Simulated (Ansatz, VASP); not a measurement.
## KBr in VASP and in Ansatz

Contents of POSCAR:

```
KBr
1.0
    0.0000000000      3.3024386828      3.3024386828
    3.3024386828      0.0000000000      3.3024386828
    3.3024386828      3.3024386828      0.0000000000
K Br
1 1
Direct
    0.0000000000      0.0000000000      0.0000000000
    0.5000000000      0.5000000000      0.5000000000
```

INCAR.step1

```
PREC = Accurate ; ENCUT = 520
EDIFF = 1E-5 ; ISMEAR = 0
SIGMA = 0.5 ; LREAL = False
LASPH = True ; NELM = 60
ALGO = Normal ; ISIF = 2
LWAVE = True ; LCHARG = False
NBANDS = 15 ; GGA = PE
```

File INCAR.step2:

```
PREC = Accurate ; ENCUT = 520
EDIFF = 1E-6 ; ISMEAR = 0
SIGMA = 0.5 ; LREAL = False
LASPH = True ; NELM = 60
ALGO = Normal ; ISIF = 2
LWAVE = False ; LCHARG = False
GGA = PE ; LHFCALC = True
HFSCREEN = 0.2079 ; PRECFOCK = Normal
NBANDS = 15 ; ISTART = 1
```

KPOINTS

```
Automatic mesh
0
Gamma
  4 4 4
```

Input for Ansatz:

```yaml
crystal:
  lattice:
    - [0.0, 3.3024386828, 3.3024386828]
    - [3.3024386828, 0.0, 3.3024386828]
    - [3.3024386828, 3.3024386828, 0.0]
  atoms:
    - { symbol: K, position: [0.0, 0.0, 0.0] }
    - { symbol: Br, position: [0.5, 0.5, 0.5] }
kpoints:
  mp_grid: { grid: [4, 4, 4] }
hamiltonian:
  xc: hse06
scf:
  occupations: { method: gaussian, width: 0.5 }
  n_extra_bands: 4
output:
  forces: true
  stress: true
  eigenvalues: true
```

Alike in both runs: task single point; functional HSE06; k mesh 4 × 4 × 4; occupations gaussian, width 0.5 eV; no spin polarisation.

|  | VASP | Ansatz |
| --- | --- | --- |
| version | VASP 6.6.1 | Ansatz 0.2.0 |
| potentials or method | VASP PAW PBE potentials, release 64 (K_sv, Br) | plane waves |
| plane-wave cutoff (eV) | 520 | 420 |
| valence electrons in the cell | 16 | 16 |

Ansatz gave:

- gap on the k mesh at the Fermi level (eV): 5.60
- pressure (GPa): 0.4

Estimate VASP's values.

gap on the k mesh at the Fermi level (eV): 5.59; pressure (GPa): 0.4.

Ansatz's warnings: stress exchange threshold loose, stress scf threshold loose.
